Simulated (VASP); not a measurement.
# LiSc8 in VASP: single point with PBE

Aim: the single point of LiSc8 with PBE.

All numbers are computed with VASP 6.6.1; they aren't measurements. Logs are shortened: lines on timing, memory, paths and dates and some standing lists are left out, and cuts for length are marked.

### 1 The cell of the first run

The cell holds a slab with vacuum, 9 atoms: a = 6.639 Å, b = 5.163 Å, c = 19.113 Å, α = 90.00°, β = 90.00°, γ = 90.00°.

### 2 Single point, PBE

INCAR reads:

```
SYSTEM = LiSc8
  ALGO = Normal
  DIPOL = 0.5 0.5 0.331
  EDIFF = 1E-7
  ENCUT = 520
  GGA = PE
  IDIPOL = 3
  ISIF = 2
  ISMEAR = 0
  LASPH = .True.
  LCHARG = .True.
  LDIPOL = .True.
  LELF = .True.
  LREAL = .False.
  LVACPOTAV = .True.
  LVHAR = .True.
  LWAVE = .False.
  NBANDS = 56
  NELM = 80
  PREC = Accurate
  SIGMA = 0.1
```

KPOINTS reads:

```
k-points
0
Gamma
  4 5 1
  0 0 0
```

POSCAR reads:

```
LiSc8
1.0
    6.6389479791      0.0000000000      0.0000000000
    0.0000000000      5.1626219083      0.0000000000
    0.0000000000      0.0000000000     19.1132872497
Sc Li
8 1
Direct
    0.0000000000      0.7500000000      0.2092784955
    0.5000000000      0.7500000000      0.2092784955
    0.2500000000      0.2500000000      0.2594137541
    0.7500000000      0.2500000000      0.2594137541
    0.2500000000      0.7500000000      0.3452852846
    0.7500000000      0.7500000000      0.3452852846
    0.0000000000      0.2500000000      0.3983243254
    0.5000000000      0.2500000000      0.3983243254
    0.0000000000      0.2500000000      0.5542368045
```

Potentials or basis: VASP PAW PBE potentials, release 64 (Sc_sv, Li_sv).

The run is started by

```sh
> cat potpaw_PBE.64/Sc_sv/POTCAR potpaw_PBE.64/Li_sv/POTCAR > POTCAR
> mpirun -np 1 vasp_std > vasp.out
```

OUTCAR:

```text
SYSTEM = LiSc8
   EDIFF = 1E-7
   ENCUT = 520
   GGA = PE
   ISIF = 2
   ISMEAR = 0
   LASPH = .True.
   LREAL = .False.
   NELM = 80
   PREC = Accurate

 ion  position               nearest neighbor table
   1  0.000  0.750  0.209-   5 3.08   6 3.08   3 3.21   4 3.21   3 3.21   4 3.21   2 3.32   2 3.32

   2  0.500  0.750  0.209-   5 3.08   6 3.08   3 3.21   4 3.21   3 3.21   4 3.21   1 3.32   1 3.32

   3  0.250  0.250  0.259-   5 3.06   5 3.06   8 3.13   7 3.13   1 3.21   1 3.21   2 3.21   2 3.21
                             4 3.32   4 3.32
   4  0.750  0.250  0.259-   6 3.06   6 3.06   8 3.13   7 3.13   1 3.21   1 3.21   2 3.21   2 3.21
                             3 3.32   3 3.32
   5  0.250  0.750  0.345-   3 3.06   3 3.06   1 3.08   2 3.08   8 3.23   7 3.23   7 3.23   8 3.23
                             6 3.32   6 3.32
   6  0.750  0.750  0.345-   4 3.06   4 3.06   1 3.08   2 3.08   8 3.23   7 3.23   7 3.23   8 3.23
                             5 3.32   5 3.32
   7  0.000  0.250  0.398-   9 2.98   4 3.13   3 3.13   6 3.23   5 3.23   5 3.23   6 3.23   8 3.32
                             8 3.32
   8  0.500  0.250  0.398-   3 3.13   4 3.13   5 3.23   6 3.23   5 3.23   6 3.23   7 3.32   7 3.32

   9  0.000  0.250  0.554-   7 2.98

  LATTYP: Found a simple orthorhombic cell.
 ALAT       =     5.1626219083
 B/A-ratio  =     1.2859643989
 C/A-ratio  =     3.7022442451

  Lattice vectors:

 A1 = (   0.0000000000,  -5.1626219083,   0.0000000000)
 A2 = (   6.6389479791,   0.0000000000,   0.0000000000)
 A3 = (   0.0000000000,   0.0000000000,  19.1132872497)

Analysis of symmetry for initial positions (statically):
=====================================================================
 Subroutine PRICEL returns:
 Original cell was already a primitive cell.

 Routine SETGRP: Setting up the symmetry group for a
 simple orthorhombic supercell.

 Subroutine GETGRP returns: Found  4 space group operations
 (whereof  2 operations were pure point group operations)
 out of a pool of  8 trial point group operations.

The static configuration has the point symmetry C_1h.
 The point group associated with its full space group is C_2v.

Analysis of symmetry for dynamics (positions and initial velocities):
=====================================================================
 Subroutine PRICEL returns:
 Original cell was already a primitive cell.

 Routine SETGRP: Setting up the symmetry group for a
 simple orthorhombic supercell.

 Subroutine GETGRP returns: Found  4 space group operations
 (whereof  2 operations were pure point group operations)
 out of a pool of  8 trial point group operations.

The dynamic configuration has the point symmetry C_1h.
 The point group associated with its full space group is C_2v.

 Subroutine INISYM returns: Found  4 space group operations
 (whereof  2 operations are pure point group operations),
 and found     1 'primitive' translations

----------------------------------------------------------------------------------------

                                     Primitive cell

  volume of cell :     655.0960

  direct lattice vectors                    reciprocal lattice vectors
     6.638947979  0.000000000  0.000000000     0.150626274  0.000000000  0.000000000
     0.000000000  5.162621908  0.000000000     0.000000000  0.193700026  0.000000000
     0.000000000  0.000000000 19.113287250     0.000000000  0.000000000  0.052319624

  length of vectors
     6.638947979  5.162621908 19.113287250     0.150626274  0.193700026  0.052319624

  position of ions in fractional coordinates (direct lattice)
     0.000000000  0.750000000  0.209278496
     0.500000000  0.750000000  0.209278496
     0.250000000  0.250000000  0.259413754
     0.750000000  0.250000000  0.259413754
     0.250000000  0.750000000  0.345285285
     0.750000000  0.750000000  0.345285285
     0.000000000  0.250000000  0.398324325
     0.500000000  0.250000000  0.398324325
     0.000000000  0.250000000  0.554236805

  ion indices of the primitive-cell ions
   primitive index   ion index
                 1           1
                 2           2
                 3           3
                 4           4
                 5           5
                 6           6
                 7           7
                 8           8
                 9           9

----------------------------------------------------------------------------------------

 KPOINTS: k-points

Automatic generation of k-mesh.
 Grid dimensions read from file:
 generate k-points for:    4    5    1

 Generating k-lattice:

  Cartesian coordinates                     Fractional coordinates (reciprocal lattice)
     0.037656569  0.000000000  0.000000000     0.250000000  0.000000000  0.000000000
     0.000000000  0.038740005  0.000000000     0.000000000  0.200000000  0.000000000
     0.000000000  0.000000000  0.052319624     0.000000000  0.000000000  1.000000000

  Length of vectors
     0.037656569  0.038740005  0.052319624

  Shift w.r.t. Gamma in fractional coordinates (k-lattice)
     0.000000000  0.000000000  0.000000000

 Subroutine IBZKPT returns following result:
 ===========================================

 Found      9 irreducible k-points:

 Following reciprocal coordinates:
            Coordinates               Weight
  0.000000  0.000000  0.000000      1.000000
  0.250000  0.000000  0.000000      2.000000
  0.500000  0.000000  0.000000      1.000000
  0.000000  0.200000  0.000000      2.000000
  0.250000  0.200000  0.000000      4.000000
  0.500000  0.200000  0.000000      2.000000
  0.000000  0.400000  0.000000      2.000000
  0.250000  0.400000  0.000000      4.000000
  0.500000  0.400000  0.000000      2.000000
   k-points           NKPTS =      9   k-points in BZ     NKDIM =      9   number of bands    NBANDS=     56
   number of dos      NEDOS =    301   number of ions     NIONS =      9
   total plane-waves  NPLWV = 288000
   dimension x,y,z NGX =    50 NGY =   40 NGZ =  144
   dimension x,y,z NGXF=   100 NGYF=   80 NGZF=  288
   ions per type =               8   1
   NGX,Y,Z   is equivalent  to a cutoff of  12.52, 12.88, 12.53 a.u.
   NGXF,Y,Z  is equivalent  to a cutoff of  25.04, 25.76, 25.05 a.u.
 SYSTEM =  LiSc8
   PREC   = accura    normal or accurate (medium, high low for compatibility)
   ISTART =      0    job   : 0-new  1-cont  2-samecut
   ICHARG =      2    charge: 1-file 2-atom 10-const
   ISPIN  =      1    spin polarized calculation?
   LNONCOLLINEAR =      F non collinear calculations
   LSORBIT =      F    spin-orbit coupling
   LASPH  =      T    aspherical Exc in radial PAW
   ENCUT  =  520.0 eV  38.22 Ry    6.18 a.u.  12.34  9.60 35.54*2*pi/ulx,y,z
   NELM   =     80;   NELMIN=  2; NELMDL= -5     # of ELM steps
   EDIFF  = 0.1E-06   stopping-criterion for ELM
   LREAL  =      F    real-space projection
   EDIFFG = 0.1E-05   stopping-criterion for IOM
   NSW    =      0    number of steps for IOM
   IBRION =     -1    ionic relax: 0-MD 1-quasi-New 2-CG
   NFREE  =      0    steps in history (QN), initial steepest desc. (CG)
   ISIF   =      2    stress and relaxation
   ISYM   =      2    0-nonsym 1-usesym 2-fastsym
   POTIM  = 0.5000    time-step for ionic-motion
   TEBEG  =    0.0;   TEEND  =   0.0 temperature during run
   PSTRESS=    0.0 pullay stress
   NELECT =      91.0000    total number of electrons
   NUPDOWN=      -1.0000    fix difference up-down
   EMIN   =  10.00;   EMAX   =-10.00  energy-range for DOS
   EFERMI =   0.00;   METHOD = LEGACY
   ISMEAR =     0;   SIGMA  =   0.10  broadening in eV -4-tet -1-fermi 0-gaus
   EFERMI_NEDOS =   21; number of points for ismear=-14 and -15
   IALGO  =     38    algorithm
   IMIX   =      4    mixing-type and parameters
     AMIX     =   0.40;   BMIX     =  1.00
     AMIX_MAG =   1.60;   BMIX_MAG =  1.00
  volume/ion in A,a.u.               =      72.79       491.20
  Fermi-wavevector in a.u.,A,eV,Ry     =   0.847852  1.602209  9.780601  0.718854
  Thomas-Fermi vector in A             =   1.963424
   LORBIT       =      0    0 simple, 1 ext, 2 COOP (PROOUT), +10 PAW based schemes
   GGA     = PE    functional components
   LHFCALC =     F    Hartree Fock is set to
   AEXX    =    0.0000 exact exchange contribution
   IVDW    =     0    specifies the selected vdW correction
   LEPSILON=     F    determine dielectric tensor
   LRPA    =     F    only Hartree local field effects (RPA)
 non-spin polarized calculation
 Gauss-broadening in eV      SIGMA  =   0.10
  energy-cutoff  :      520.00
  volume of cell :      655.10
 maximum number of plane-waves:     17709
 NGX is ok and might be reduce to    50
   NGX = 25   NGY = 19   NGZ = 71

 dipolmoment           0.000000      0.000000      0.374654 electrons x Angstroem

 number of electron      90.9999994 magnetization

 dipolmoment           0.000000      0.000000     -0.214886 electrons x Angstroem

 Free energy of the ion-electron system (eV)
  ---------------------------------------------------
  ext. energy  EPLUGINS =         0.00000000
  ---------------------------------------------------
  free energy    TOTEN  =       -46.34132948 eV

  energy without entropy =      -46.26365576  energy(sigma->0) =      -46.30249262

 E-fermi :  -0.7008     XC(G=0):  -4.3913

 val. band max:       -0.7498849250   @ k =   0.2500   0.4000   0.0000
 cond. band min:      -0.6953700527   @ k =   0.5000   0.0000   0.0000
 fundamental gap:      0.0545148723
 Fermi energy:        -0.7008373172

 k-point     1 :       0.0000    0.0000    0.0000
  band No.  band energies     occupation
      1     -50.5803      2.00000
      2     -50.5212      2.00000
      3     -50.5014      2.00000
      4     -50.4730      2.00000
      5     -50.0929      2.00000
      6     -50.0801      2.00000
[... 520 lines left out ...]
     55       0.1413      0.00000
     56       0.2576      0.00000

------------------------ aborting loop because EDIFF is reached ----------------------------------------

  FORCE on cell =-STRESS in cart. coord.  units (eV):
  Direction    XX          YY          ZZ          XY          YZ          ZX
  --------------------------------------------------------------------------------------
  -------------------------------------------------------------------------------------
  Total       -0.4524939     -3.0059286     -0.4053406      0.0000000      0.0000000      0.0000000
  in kB       -1.1066706     -7.3516407     -0.9913470      0.0000000      0.0000000      0.0000000
  external PRESSURE =      -3.1498861 kB  Pullay stress =       0.0000000 kB

 VOLUME and BASIS-vectors are now :
 -----------------------------------------------------------------------------
  energy-cutoff  :      520.00
  volume of cell :      655.10
      direct lattice vectors                 reciprocal lattice vectors
     6.638947979  0.000000000  0.000000000     0.150626274  0.000000000  0.000000000
     0.000000000  5.162621908  0.000000000     0.000000000  0.193700026  0.000000000
     0.000000000  0.000000000 19.113287250     0.000000000  0.000000000  0.052319624

 POSITION                                       TOTAL-FORCE (eV/Angst)
 -----------------------------------------------------------------------------------
      0.00000      3.87197      4.00000         0.000000      0.000000     -0.131572
      3.31947      3.87197      4.00000         0.000000      0.000000     -0.159896
      1.65974      1.29066      4.95825         0.013180      0.000000      0.222941
      4.97921      1.29066      4.95825        -0.013180      0.000000      0.222941
      1.65974      3.87197      6.59954         0.036052      0.000000      0.091497
      4.97921      3.87197      6.59954        -0.036052      0.000000      0.091497
      0.00000      1.29066      7.61329         0.000000      0.000000     -0.562188
      3.31947      1.29066      7.61329         0.000000      0.000000      0.224247
      0.00000      1.29066     10.59329         0.000000      0.000000      0.000535
 -----------------------------------------------------------------------------------
    total drift:                                0.000000     -0.000000      0.000630

  FREE ENERGIE OF THE ION-ELECTRON SYSTEM (eV)
  ---------------------------------------------------
  free  energy   TOTEN  =       -46.3413294805 eV

  energy  without entropy=      -46.2636557579  energy(sigma->0) =      -46.30249262

 vacuum level on the upper side and lower side of the slab         1.525         2.684
```

It took 12 min on 1 thread of Intel Xeon 6975P-C (Granite Rapids), shared host; peak memory 0.7 GiB.

What came out:

- Free energy: -46.3413 eV
- Largest force: 0.562 eV/Å
- Band gap on the k mesh: zero (an odd number of electrons rules out a gap without spin polarisation)

Forces in eV/Å, atoms in the order of the input:
```
Sc   0.000  0.000 -0.132
Sc   0.000  0.000 -0.160
Sc   0.013  0.000  0.223
Sc  -0.013  0.000  0.223
Sc   0.036  0.000  0.091
Sc  -0.036  0.000  0.091
Sc   0.000  0.000 -0.562
Sc   0.000  0.000  0.224
Li   0.000  0.000  0.001
```

Caveat: the cutoff is under 1.25 times the usual one of these potentials, so pressure, stress and relaxed cells hold a basis-set (Pulay) error.

The gap in the log of VASP goes by the Fermi energy; the results here count the filled bands.